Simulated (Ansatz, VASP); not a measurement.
# SrTiO3 in VASP and in Ansatz

```
CELL_PARAMETERS angstrom
3.94711 0.00000 0.00000
0.00000 3.94711 0.00000
0.00000 0.00000 3.94711
ATOMIC_POSITIONS crystal
Sr 0.50000 0.50000 0.50000
Ti 0.00000 0.00000 0.00000
O 0.50000 0.00000 0.00000
O 0.00000 0.50000 0.00000
O 0.00000 0.00000 0.50000
```

Alike in both runs: task single point; functional PBE; k mesh 8 × 8 × 8; occupations gaussian, width 0.02 eV; no spin polarisation; Hubbard terms Ti d U = 4.0 eV.

```csv
,VASP,Ansatz
version,VASP 6.6.1,Ansatz 0.2.0
potentials or method,"VASP PAW PBE potentials, release 64 (Sr_sv, Ti_sv, O), cutoff 520 eV","scalar-relativistic, plane waves, PAW"
valence electrons in the cell,40,40
```

```csv
,VASP,Ansatz,Ansatz less VASP
gap on the k mesh at the Fermi level (eV),2.31,2.30,-0.010
least direct gap on the mesh (eV),2.74,2.73,-0.015
```

The programs project onto different local orbitals, so the same U acts differently, and such runs can settle in different states.
